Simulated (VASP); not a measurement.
Here is a VASP 6.6.1 calculation.

INCAR

```
SYSTEM = BaTe
PREC = Accurate
ENCUT = 520
EDIFF = 1E-7
ISMEAR = 0
SIGMA = 0.01
LREAL = .False.
LASPH = .True.
NELM = 100
ALGO = Normal
ISIF = 2
LWAVE = .False.
LCHARG = .False.
GGA = PS
NBANDS = 15
```

Contents of KPOINTS:

```
regular mesh
0
Gamma
  6 6 6
  0 0 0
```

Contents of POSCAR:

```
BaTe
1.0
    3.5060851892      3.5060851892      0.0000000000
   -3.5060851892      3.5060851892      0.0000000000
    0.0000000000      3.5060851892      3.4505432456
Ba Te
1 1
Direct
    0.0000000000      0.0000000000      0.0000000000
    0.5000000000      0.5000000000      0.0000000000
```

Potentials or basis: VASP PAW PBE potentials, release 64 (Ba_sv, Te).

The run is started by

```bash
$ cat potpaw_PBE.64/Ba_sv/POTCAR potpaw_PBE.64/Te/POTCAR > POTCAR
$ mpirun -np 1 vasp_std > vasp.out
```

Estimate the pressure.

-0.1 GPa.

Estimate the band gap on the k mesh.

1.37 eV, indirect (least direct gap 1.76 eV).

Stress tensor (GPa, compression positive):
```
-0.43  0.00  0.00
 0.00 -0.43  0.00
 0.00  0.00  0.70
```

Caveat: the cell differs from its parent crystal (in-plane strain +0.01); the PAW data sets were made with another functional, which shifts forces and pressure a little; spin-orbit coupling is left out, which moves the levels of the heavy elements. A k mesh can miss the band edges.
